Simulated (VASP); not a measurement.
Wanted: the native input for a VASP 6.6.1 run.

| Property | Result |
| --- | --- |
| Task | single point |
| Functional | PBE |
| Potentials or basis | VASP PAW PBE potentials, release 64 (Mg, O) |
| Cutoff | 520 eV |
| k mesh | 6 × 6 × 4 |
| Occupations | gaussian, width 0.1 eV |
| Spin | no spin polarisation |
| Dipole correction | no |
| Further INCAR settings | ALGO = Normal; EDIFF = 1e-06; NBANDS = 16 |

The structure of MgO lies in POSCAR:

```
MgO
1.0
    2.9704472232      0.0000000000      0.0000000000
    0.0000000000      2.9996360308      0.0000000000
   -0.9722547827      0.0000000000      5.3288229656
Mg O
2 2
Direct
    0.0000000000      0.0000000000      0.0000000000
    0.5000000000      0.5000000000      0.5000000000
    0.4068506003      0.0000000000      0.7419257109
    0.5931493997      0.0000000000      0.2580742891
```

This cell differs from its parent crystal: atoms taken out.

These files were run (other wordings do the same):

INCAR

```
PREC = Accurate ; ENCUT = 520
EDIFF = 1E-6 ; ISMEAR = 0
SIGMA = 0.1 ; LREAL = F
LASPH = T ; NELM = 80
ALGO = Normal ; ISIF = 2
LWAVE = F ; LCHARG = F
GGA = PE ; NBANDS = 16
```

KPOINTS

```
Automatic mesh
0
Gamma
  6 6 4
```

Potentials or basis: VASP PAW PBE potentials, release 64 (Mg, O).

Command:

```bash
$ cat potpaw_PBE.64/Mg/POTCAR potpaw_PBE.64/O/POTCAR > POTCAR
$ mpirun -np 1 vasp_std > vasp.out
```

Results of the run:

```yaml
Pressure: -0.4 GPa
Largest_force: 0.009 eV/Å
Band_gap_on_the_k_mesh: 1.49 eV (least direct gap 1.62 eV)
```

Caveat: the cell differs from its parent crystal (atoms taken out).

It took 19 s on 1 thread of Intel(R) Xeon(R) Platinum 8488C (Sapphire Rapids), on a shared host, peak memory 0.18 GiB.
